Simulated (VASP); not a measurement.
Write the native input for VASP 6.6.1 that does the following.

```yaml
Task: single point
Functional: PBE
Potentials_or_basis: VASP PAW PBE potentials, release 64 (Fe, Cu)
Cutoff: 520 eV
k_mesh: 12 × 12 × 7
Occupations: fermi-dirac, width 0.03 eV
Spin: collinear spin, ferromagnetic start
Starting_moments: "[3.0, 0.0] μB"
Dipole_correction: no
Further_INCAR_settings: ALGO = Normal; EDIFF = 1e-06; NBANDS = 20
```

The structure of FeCu lies in POSCAR:

```
FeCu
1.0
    1.4618544209     -2.0205288752      0.0000000000
    1.4618544209      2.0205288752      0.0000000000
    0.0000000000      0.0000000000      4.2059853380
Fe Cu
1 1
Direct
    0.0000000000      0.0000000000      0.0000000000
    0.5000000000      0.5000000000      0.5000000000
```

This cell differs from its parent crystal: volume scaled by 1.05.

The input as run:

INCAR

```
PREC     = Accurate       # precision mode
ENCUT    = 520            # plane-wave cutoff, eV
EDIFF    = 1E-6           # SCF threshold, eV
ISMEAR   = -1             # smearing method
SIGMA    = 0.03           # smearing width, eV
LREAL    = False          # projectors in reciprocal space
LASPH    = True           # aspherical terms in the spheres
NELM     = 150            # most SCF steps
ALGO     = Normal         # electronic algorithm
ISIF     = 2              # what is computed and relaxed
LWAVE    = False          # write WAVECAR
LCHARG   = True           # write CHGCAR
ISPIN    = 2              # spin polarisation
MAGMOM   = 3 0            # initial moments
LORBIT   = 11             # projections on sites
LMAXMIX  = 4              # l up to which the mixer works
GGA      = PE             # functional
LELF     = True           # ELF
LVHAR    = True         
NBANDS   = 20             # bands
```

KPOINTS

```
Automatic mesh
0
Gamma
  12 12 7
```

Potentials or basis: VASP PAW PBE potentials, release 64 (Fe, Cu).

Launch:

```bash
$ cat potpaw_PBE.64/Fe/POTCAR potpaw_PBE.64/Cu/POTCAR > POTCAR
$ mpirun -np 1 vasp_std > vasp.out
```

It gave:

The pressure is -5.2 GPa, the net moment is 2.66 μB per cell and the site moments are Fe +2.63; Cu +0.06 μB. The valence electrons inside the program's atomic spheres are Fe 7.04; Cu 9.99.

It took 2.8 min on 1 thread of Oxide Virtual Turin-like Processor (shared host), peak memory 0.22 GiB.
